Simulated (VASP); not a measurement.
Cs:

```
Cs
1.0
     0.00000    2.99200    2.99200
     2.99200    0.00000    2.99200
     2.99200    2.99200    0.00000
Cs
1
Direct
  0.00000 0.00000 0.00000
```

Base run:

```yaml
Program: VASP 6.6.1
Functional: BLYP
Potentials_or_basis: VASP PAW PBE potentials, release 64 (Cs_sv)
Cutoff: 520 eV
k_mesh: 8 × 8 × 8
Occupations: fermi-dirac, width 0.3 eV
Spin: no spin polarisation
```

Its results: pressure 5.0 GPa.

Problem. The run is repeated on the same cell with these changes: functional from BLYP to r2SCAN. What comes out?

Solution. Pressure 4.0 GPa.

Caveats: the PAW data sets were made with another functional, which shifts forces and pressure a little.
